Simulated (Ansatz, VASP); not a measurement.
**Two plane-wave programs on AlN**

The input INCAR:

```
SYSTEM = AlN
ALGO = Normal
EDIFF = 1E-8
ENCUT = 520
GGA = PE
ISIF = 2
ISMEAR = -1
LASPH = .TRUE.
LCHARG = .FALSE.
LEFG = .TRUE.
LREAL = .FALSE.
LWAVE = .FALSE.
NBANDS = 16
NELM = 100
PREC = Accurate
SIGMA = 0.02
```

File KPOINTS:

```
k-points
0
G
  11 11 6
  0 0 0
```

File POSCAR:

```
AlN
1.0
    3.1110021516      0.0000000000      0.0000000000
   -1.5555010758      2.6942068945      0.0000000000
    0.0000000000      0.0000000000      5.1273400000
Al N
2 2
Direct
    0.3333333333      0.6666666667      0.0000000000
    0.6666666667      0.3333333333      0.5000000000
    0.3333333333      0.6666666667      0.3850000000
    0.6666666667      0.3333333333      0.8850000000
```

Input for Ansatz:

```yaml
crystal:
  lattice:
    - [3.1110021516, 0.0, 0.0]
    - [-1.5555010758, 2.6942068945, 0.0]
    - [0.0, 0.0, 5.12734]
  atoms:
    - { symbol: Al, position: [0.3333333333, 0.6666666667, 0.0] }
    - { symbol: Al, position: [0.6666666667, 0.3333333333, 0.5] }
    - { symbol: "N", position: [0.3333333333, 0.6666666667, 0.385] }
    - { symbol: "N", position: [0.6666666667, 0.3333333333, 0.885] }
kpoints:
  mp_grid: { grid: [11, 11, 6] }
scf:
  occupations: { method: fermi_dirac, width: 0.02 }
hamiltonian:
  xc: pbe
  pseudopotentials: { kind: paw }
output:
  forces: true
  stress: true
  eigenvalues: true
  efg: { contact_densities: true }
```

Change from the starting cell: zz strain of +3 %, PAW files.

Alike in both runs: task electric field gradients; functional PBE; k mesh 11 × 11 × 6; occupations fermi-dirac, width 0.02 eV; no spin polarisation.

|  | VASP | Ansatz |
| --- | --- | --- |
| version | VASP 6.6.1 | Ansatz 0.2.0 |
| potentials or method | VASP PAW PBE potentials, release 64 (Al, N) | PAW with Ansatz's default frozen-core files, scalar-relativistic |
| plane-wave cutoff (eV) | 520 | 420 |
| valence electrons in the cell | 16 | 16 |

|  | VASP | Ansatz | Ansatz less VASP |
| --- | --- | --- | --- |
| gap on the k mesh at the Fermi level (eV) | 3.96 | 3.95 | -0.010 |
| pressure (GPa) | -1.4 | -1.2 | +0.27 |
| traceless stress, the component that is largest in VASP (GPa) | -7.69 | -7.68 | +0.017 |
| rms of the force components (eV/Å) | 0.245 | 0.244 | -0.0007 |
| size of Vzz on the site where it differs most (V/Å²) | 6.2 | 5.7 | -0.53 |

Atom by atom the forces differ by 0.001 eV/Å (rms over components).
